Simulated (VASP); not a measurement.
# W (Im-3m) in VASP: further runs

The runs below take W through single point, relaxation of cell and atoms, with PBE0, HSE06.

All numbers are computed with VASP 6.6.1; they aren't measurements. Logs are shortened: lines on timing, memory, paths and dates and some standing lists are left out, and cuts for length are marked.

## Step 1: The cell of the first run

Symmetry: Im-3m, No. 229, cubic system. Conventional cell: a = 3.165 Å, b = 3.165 Å, c = 3.165 Å, α = 90.00°, β = 90.00°, γ = 90.00°. W (site symmetry m-3m) has 14 W at 2.74 to 3.16 Å within 3.6 Å.

## Step 2: Single point, PBE0

File POSCAR:

```
W
1.0
   -1.5823450000      1.5823450000      1.5823450000
    1.5823450000     -1.5823450000      1.5823450000
    1.5823450000      1.5823450000     -1.5823450000
W
1
Direct
    0.0000000000      0.0000000000      0.0000000000
```

File INCAR.step1:

```
SYSTEM = W
PREC = Accurate
ENCUT = 520
EDIFF = 1E-5
ISMEAR = -1
SIGMA = 0.05
LREAL = .False.
LASPH = .True.
NELM = 100
ALGO = Normal
ISIF = 2
LWAVE = .True.
LCHARG = .False.
NBANDS = 13
GGA = PE
```

File INCAR.step2:

```
SYSTEM = W
PREC = Accurate
ENCUT = 520
EDIFF = 1E-6
ISMEAR = -1
SIGMA = 0.05
LREAL = .False.
LASPH = .True.
NELM = 100
ALGO = Normal
ISIF = 2
LWAVE = .False.
LCHARG = .False.
GGA = PE
LHFCALC = .True.
AEXX = 0.25
PRECFOCK = Normal
NBANDS = 13
ISTART = 1
```

File KPOINTS:

```
regular mesh
0
Gamma
  6 6 6
  0 0 0
```

Potentials or basis: VASP PAW PBE potentials, release 64 (W_sv).

Run with:

```console
cat potpaw_PBE.64/W_sv/POTCAR > POTCAR
cp INCAR.step1 INCAR
mpirun -np 1 vasp_std > vasp.out
cp INCAR.step2 INCAR
mpirun -np 1 vasp_std > vasp.out
```

OUTCAR:

```text
SYSTEM = W
   PREC = Accurate
   ENCUT = 520
   EDIFF = 1E-6
   ISMEAR = -1
   LREAL = .False.
   LASPH = .True.
   NELM = 100
   ISIF = 2
   GGA = PE
   LHFCALC = .True.
   AEXX = 0.25
   PRECFOCK = Normal
   ISTART = 1

 ion  position               nearest neighbor table
   1  0.000  0.000  0.000-

  LATTYP: Found a body centered cubic cell.
 ALAT       =     3.1646900000

  Lattice vectors:

 A1 = (  -1.5823450000,   1.5823450000,   1.5823450000)
 A2 = (   1.5823450000,  -1.5823450000,   1.5823450000)
 A3 = (   1.5823450000,   1.5823450000,  -1.5823450000)

Analysis of symmetry for initial positions (statically):
=====================================================================
 Subroutine PRICEL returns:
 Original cell was already a primitive cell.

 Routine SETGRP: Setting up the symmetry group for a
 body centered cubic supercell.

 Subroutine GETGRP returns: Found 48 space group operations
 (whereof 48 operations were pure point group operations)
 out of a pool of 48 trial point group operations.

The static configuration has the point symmetry O_h .

Analysis of symmetry for dynamics (positions and initial velocities):
=====================================================================
 Subroutine PRICEL returns:
 Original cell was already a primitive cell.

 Routine SETGRP: Setting up the symmetry group for a
 body centered cubic supercell.

 Subroutine GETGRP returns: Found 48 space group operations
 (whereof 48 operations were pure point group operations)
 out of a pool of 48 trial point group operations.

The dynamic configuration has the point symmetry O_h .

 Subroutine INISYM returns: Found 48 space group operations
 (whereof 48 operations are pure point group operations),
 and found     1 'primitive' translations

----------------------------------------------------------------------------------------

                                     Primitive cell

  volume of cell :      15.8476

  direct lattice vectors                    reciprocal lattice vectors
    -1.582345000  1.582345000  1.582345000     0.000000000  0.315986716  0.315986716
     1.582345000 -1.582345000  1.582345000     0.315986716  0.000000000  0.315986716
     1.582345000  1.582345000 -1.582345000     0.315986716  0.315986716  0.000000000

  length of vectors
     2.740701935  2.740701935  2.740701935     0.446872699  0.446872699  0.446872699

  position of ions in fractional coordinates (direct lattice)
     0.000000000  0.000000000  0.000000000

  ion indices of the primitive-cell ions
   primitive index   ion index
                 1           1

----------------------------------------------------------------------------------------

 KPOINTS: regular mesh

Automatic generation of k-mesh.
 Grid dimensions read from file:
 generate k-points for:    6    6    6

 Generating k-lattice:

  Cartesian coordinates                     Fractional coordinates (reciprocal lattice)
     0.000000000  0.052664453  0.052664453     0.166666667  0.000000000  0.000000000
     0.052664453  0.000000000  0.052664453     0.000000000  0.166666667  0.000000000
     0.052664453  0.052664453  0.000000000     0.000000000  0.000000000  0.166666667

  Length of vectors
     0.074478783  0.074478783  0.074478783

  Shift w.r.t. Gamma in fractional coordinates (k-lattice)
     0.000000000  0.000000000  0.000000000

 Subroutine IBZKPT returns following result:
 ===========================================

 Found     16 irreducible k-points:

 Following reciprocal coordinates:
            Coordinates               Weight
  0.000000  0.000000  0.000000      1.000000
  0.166667  0.000000  0.000000     12.000000
  0.333333  0.000000  0.000000     12.000000
  0.500000  0.000000  0.000000      6.000000
  0.166667  0.166667  0.000000     24.000000
  0.333333  0.166667  0.000000     48.000000
[... 8 lines left out ...]
  0.500000  0.500000  0.333333     12.000000
  0.500000  0.500000  0.500000      1.000000
   k-points           NKPTS =     16   k-points in BZ     NKDIM =    216   number of bands    NBANDS=     13
   number of dos      NEDOS =    301   number of ions     NIONS =      1
   total plane-waves  NPLWV =   8000
   dimension x,y,z NGX =    20 NGY =   20 NGZ =   20
   dimension x,y,z NGXF=    40 NGYF=   40 NGZF=   40
   ions per type =               1
   NGX,Y,Z   is equivalent  to a cutoff of  12.13, 12.13, 12.13 a.u.
   NGXF,Y,Z  is equivalent  to a cutoff of  24.26, 24.26, 24.26 a.u.
 SYSTEM =  W
   PREC   = accura    normal or accurate (medium, high low for compatibility)
   ISTART =      1    job   : 0-new  1-cont  2-samecut
   ICHARG =      0    charge: 1-file 2-atom 10-const
   ISPIN  =      1    spin polarized calculation?
   LNONCOLLINEAR =      F non collinear calculations
   LSORBIT =      F    spin-orbit coupling
   LASPH  =      T    aspherical Exc in radial PAW
   ENCUT  =  520.0 eV  38.22 Ry    6.18 a.u.   5.10  5.10  5.10*2*pi/ulx,y,z
   NELM   =    100;   NELMIN=  2; NELMDL=  0     # of ELM steps
   EDIFF  = 0.1E-05   stopping-criterion for ELM
   LREAL  =      F    real-space projection
   EDIFFG = 0.1E-04   stopping-criterion for IOM
   NSW    =      0    number of steps for IOM
   IBRION =     -1    ionic relax: 0-MD 1-quasi-New 2-CG
   NFREE  =      0    steps in history (QN), initial steepest desc. (CG)
   ISIF   =      2    stress and relaxation
   ISYM   =      3    0-nonsym 1-usesym 2-fastsym
   POTIM  = 0.5000    time-step for ionic-motion
   TEBEG  =    0.0;   TEEND  =   0.0 temperature during run
   PSTRESS=    0.0 pullay stress
   NELECT =      14.0000    total number of electrons
   NUPDOWN=      -1.0000    fix difference up-down
   EMIN   =  10.00;   EMAX   =-10.00  energy-range for DOS
   EFERMI =   0.00;   METHOD = LEGACY
   ISMEAR =    -1;   SIGMA  =   0.05  broadening in eV -4-tet -1-fermi 0-gaus
   EFERMI_NEDOS =   21; number of points for ismear=-14 and -15
   IALGO  =     38    algorithm
   IMIX   =      1    mixing-type and parameters
     AMIX     =   0.40;   BMIX     =  1.00
     AMIX_MAG =   1.60;   BMIX_MAG =  1.00
  volume/ion in A,a.u.               =      15.85       106.94
  Fermi-wavevector in a.u.,A,eV,Ry     =   1.570832  2.968442 33.572544  2.467512
  Thomas-Fermi vector in A             =   2.672506
   LORBIT       =      0    0 simple, 1 ext, 2 COOP (PROOUT), +10 PAW based schemes
   GGA     = PE    functional components
   LHFCALC =     T    Hartree Fock is set to
   PRECFOCK=normal    Normal, Fast or Accurate (Low or Medium for compatibility)
   ENCUT4O =  -1.0   cutoff for four orbital integrals eV
   NKREDX  =     1    reduce k-point grid by
   NKREDY  =     1    reduce k-point grid by
   NKREDZ  =     1    reduce k-point grid by
   AEXX    =    0.2500 exact exchange contribution
   HFSCREEN=    0.0000 screening length (either q_TF or 0.3 A-1)
   HFSCREENC=   0.0000 screening length for correlation (either q_TF or 0.3 A-1)
   ENCUTFOCK=  -1.0 apply spherical cutoff to Coloumb kernel
   IVDW    =     0    specifies the selected vdW correction
   LEPSILON=     F    determine dielectric tensor
   LRPA    =     F    only Hartree local field effects (RPA)
 non-spin polarized calculation
  energy-cutoff  :      520.00
  volume of cell :       15.85
 maximum number of plane-waves:       438
  NGX = 16; NGY = 16; NGZ = 16

 number of electron      14.0000004 magnetization

 Free energy of the ion-electron system (eV)
  ---------------------------------------------------
  ext. energy  EPLUGINS =         0.00000000
  ---------------------------------------------------
  free energy    TOTEN  =       -16.28235719 eV

  energy without entropy =      -16.28235150  energy(sigma->0) =      -16.28235435

 E-fermi :  11.4407     XC(G=0): -10.6848

 val. band max:       10.9370110991   @ k =   0.1667   0.0000   0.0000
 cond. band min:      11.9044025149   @ k =   0.5000   0.0000   0.0000
 fundamental gap:      0.9673914158
 Fermi energy:        11.4406943459

 k-point     1 :       0.0000    0.0000    0.0000
  band No.  band energies     occupation
      1     -67.3867      2.00000
      2     -29.3892      2.00000
      3     -29.3892      2.00000
      4     -29.3892      2.00000
      5      -0.0495      2.00000
      6       9.3548      2.00000
      7       9.3548      2.00000
      8       9.3548      2.00000
      9      14.7416      0.00000
     10      14.7416      0.00000
     11      27.1097      0.00000
     12      27.1097      0.00000
     13      27.1097      0.00000

 k-point     2 :       0.1667    0.0000    0.0000
  band No.  band energies     occupation
      1     -67.3468      2.00000
      2     -29.7881      2.00000
      3     -29.5109      2.00000
      4     -29.3866      2.00000
      5       1.3390      2.00000
      6       8.5580      2.00000
      7       9.0685      2.00000
      8      10.9370      1.99992
      9      13.8398      0.00000
     10      14.7475      0.00000
     11      27.9490      0.00000
     12      29.4164      0.00000
     13      29.6893      0.00000

 k-point     3 :       0.3333    0.0000    0.0000
  band No.  band energies     occupation
      1     -67.2663      2.00000
      2     -30.5374      2.00000
      3     -29.7459      2.00000
      4     -29.3823      2.00000
      5       3.5510      2.00000
      6       7.2577      2.00000
      7       9.1107      2.00000
      8      14.3431      0.00000
      9      15.1659      0.00000
     10      15.5217      0.00000
     11      25.8972      0.00000
     12      27.0673      0.00000
     13      34.1996      0.00000

 k-point     4 :       0.5000    0.0000    0.0000
  band No.  band energies     occupation
      1     -67.2258      2.00000
      2     -30.8900      2.00000
      3     -29.8582      2.00000
      4     -29.3813      2.00000
      5       3.7116      2.00000
      6       6.7011      2.00000
      7      11.9044      0.00019
      8      14.6033      0.00000
      9      15.6508      0.00000
     10      18.6266      0.00000
     11      23.8960      0.00000
     12      23.9566      0.00000
     13      29.6817      0.00000

 k-point     5 :       0.1667    0.1667    0.0000
  band No.  band energies     occupation
      1     -67.2865      2.00000
      2     -30.2949      2.00000
      3     -29.6694      2.00000
      4     -29.4710      2.00000
      5       3.4771      2.00000
      6       7.8526      2.00000
      7       7.9945      2.00000
      8      13.3838      0.00000
      9      14.6951      0.00000
     10      15.4593      0.00000
     11      27.5843      0.00000
     12      29.2586      0.00000
     13      31.4390      0.00000
[... 129 lines left out ...]
 k-point    14 :      -0.3333    0.3333    0.3333
  band No.  band energies     occupation
      1     -67.1691      2.00000
      2     -30.3680      2.00000
      3     -30.1451      2.00000
      4     -30.1451      2.00000
      5       5.7477      2.00000
      6       5.9875      2.00000
      7      12.7245      0.00000
      8      12.7245      0.00000
      9      15.1141      0.00000
     10      16.3660      0.00000
     11      28.2249      0.00000
     12      28.2249      0.00000
     13      29.2277      0.00000

 k-point    15 :       0.5000    0.5000    0.3333
  band No.  band energies     occupation
      1     -67.1365      2.00000
      2     -30.5256      2.00000
      3     -30.2710      2.00000
      4     -30.1623      2.00000
      5       5.1091      2.00000
      6       5.4279      2.00000
      7      13.2042      0.00000
      8      13.4987      0.00000
      9      17.8521      0.00000
     10      20.3719      0.00000
     11      22.3221      0.00000
     12      24.5818      0.00000
     13      32.5984      0.00000

 k-point    16 :       0.5000    0.5000    0.5000
  band No.  band energies     occupation
      1     -67.1066      2.00000
      2     -30.4008      2.00000
      3     -30.4008      2.00000
      4     -30.4008      2.00000
      5       4.3292      2.00000
      6       4.3292      2.00000
      7      17.6112      0.00000
      8      17.6112      0.00000
      9      17.6112      0.00000
     10      20.6246      0.00000
     11      20.6246      0.00000
     12      20.6246      0.00000
     13      29.2237      0.00000

------------------------ aborting loop because EDIFF is reached ----------------------------------------

  FORCE on cell =-STRESS in cart. coord.  units (eV):
  Direction    XX          YY          ZZ          XY          YZ          ZX
  --------------------------------------------------------------------------------------
  -------------------------------------------------------------------------------------
  Total       -0.3662760     -0.3662760     -0.3662760      0.0000000      0.0000000      0.0000000
  in kB      -37.0301584    -37.0301584    -37.0301584      0.0000000      0.0000000      0.0000000
  external PRESSURE =     -37.0301584 kB  Pullay stress =       0.0000000 kB

 VOLUME and BASIS-vectors are now :
 -----------------------------------------------------------------------------
  energy-cutoff  :      520.00
  volume of cell :       15.85
      direct lattice vectors                 reciprocal lattice vectors
    -1.582345000  1.582345000  1.582345000     0.000000000  0.315986716  0.315986716
     1.582345000 -1.582345000  1.582345000     0.315986716  0.000000000  0.315986716
     1.582345000  1.582345000 -1.582345000     0.315986716  0.315986716  0.000000000

 POSITION                                       TOTAL-FORCE (eV/Angst)
 -----------------------------------------------------------------------------------
      0.00000      0.00000      0.00000        -0.000000      0.000000      0.000000
 -----------------------------------------------------------------------------------
    total drift:                                0.000000     -0.000000     -0.000000

  FREE ENERGIE OF THE ION-ELECTRON SYSTEM (eV)
  ---------------------------------------------------
  free  energy   TOTEN  =       -16.2823571944 eV

  energy  without entropy=      -16.2823515007  energy(sigma->0) =      -16.28235435
```

Wall time 6.1 min (1 thread of Intel Xeon Platinum 8488C (Sapphire Rapids), shared host); peak memory 0.14 GiB.

What came out:

* Free energy: -16.2824 eV
* Pressure: -3.7 GPa
* Band gap on the k mesh: zero (bands 7 and 8 overlap by 8.26 eV)

Caveat: the k points lie up to 0.47 Å⁻¹ apart, too coarse for converged energies and pressures of a metal; the PAW data sets were made with another functional, which shifts forces and pressure a little; spin-orbit coupling is left out, which moves the levels of the heavy elements.

## Step 3: Relaxation of cell and atoms, HSE06

POSCAR is that of step 2.

File INCAR.step1:

```
SYSTEM = W
PREC = Accurate ; ENCUT = 500
EDIFF = 1E-5 ; ISMEAR = -1
SIGMA = 0.05 ; LREAL = .False.
LASPH = .True. ; NELM = 120
ALGO = Normal ; LWAVE = .True.
LCHARG = .False. ; GGA = PE
NBANDS = 13 ; GGA_COMPAT = .False.
IBRION = 2 ; ISIF = 3
EDIFFG = -0.005 ; NELMIN = 4
NSW = 100
```

File INCAR.step2:

```
SYSTEM = W
PREC = Accurate ; ENCUT = 500
EDIFF = 1E-7 ; ISMEAR = -1
SIGMA = 0.05 ; LREAL = .False.
LASPH = .True. ; NELM = 120
ALGO = Normal ; ISIF = 3
LWAVE = .False. ; LCHARG = .False.
GGA = PE ; LHFCALC = .True.
HFSCREEN = 0.2079 ; PRECFOCK = Normal
IBRION = 2 ; NSW = 60
EDIFFG = -0.01 ; ISTART = 1
GGA_COMPAT = .False. ; NELMIN = 4
```

KPOINTS is that of step 2.

Potentials or basis: VASP PAW PBE potentials, release 64 (W_sv).

Run with:

```console
cat potpaw_PBE.64/W_sv/POTCAR > POTCAR
cp INCAR.step1 INCAR
mpirun -np 1 vasp_std > vasp.out
cp INCAR.step2 INCAR
mpirun -np 1 vasp_std > vasp.out
```

Run time: 28 min. Hardware: 1 thread of Intel Xeon Platinum 8488C (Sapphire Rapids), shared host; peak memory 0.24 GiB.

Results (log left out):

- Free energy: -15.0700 eV
- Relaxed volume: 15.67 Å³/atom
- Relaxed cell: a = 2.730 Å, b = 2.730 Å, c = 2.730 Å, α = 109.47°, β = 109.47°, γ = 109.47°
- Space group after relaxing (to 0.1 Å): Im-3m (No. 229)
- Energy gained by relaxing: 2.2 meV/atom
- Ionic steps: 3
- Pressure after relaxing: 0.0 GPa
- Band gap on the k mesh: zero (bands 7 and 8 overlap by 7.55 eV)

The path:
| step | energy change (eV) | largest force (eV/Å) | pressure (GPa) | volume (Å³) |
| --- | --- | --- | --- | --- |
| 1 | 0.0000 | 0.0000 | -3.88 | 15.85 |
| 2 | 0.0313 | 0.0000 | 16.44 | 14.98 |
| 3 | -0.0022 | 0.0000 | -0.02 | 15.67 |

Final structure:
```
W
1.0
    -1.57631    1.57631    1.57631
     1.57631   -1.57631    1.57631
     1.57631    1.57631   -1.57631
W
1
Direct
  0.00000 0.00000 0.00000
```

Levels at points of the mesh, in eV from the Fermi level:
```csv
k point,band 5,band 6,band 7,band 8,band 9,band 10
"(0.00, 0.00, 0.00)",-11.18,-1.78,-1.78,-1.78,2.86,2.86
"(0.50, 0.00, 0.00)",-7.45,-4.46,0.21,2.72,3.80,6.82
"(0.50, 0.50, 0.50)",-6.85,-6.85,5.77,5.77,5.77,8.83
```

Caveat: the k points lie up to 0.47 Å⁻¹ apart in the final cell, too coarse for converged energies and pressures of a metal; the PAW data sets were made with another functional, which shifts forces and pressure a little; spin-orbit coupling is left out, which moves the levels of the heavy elements.
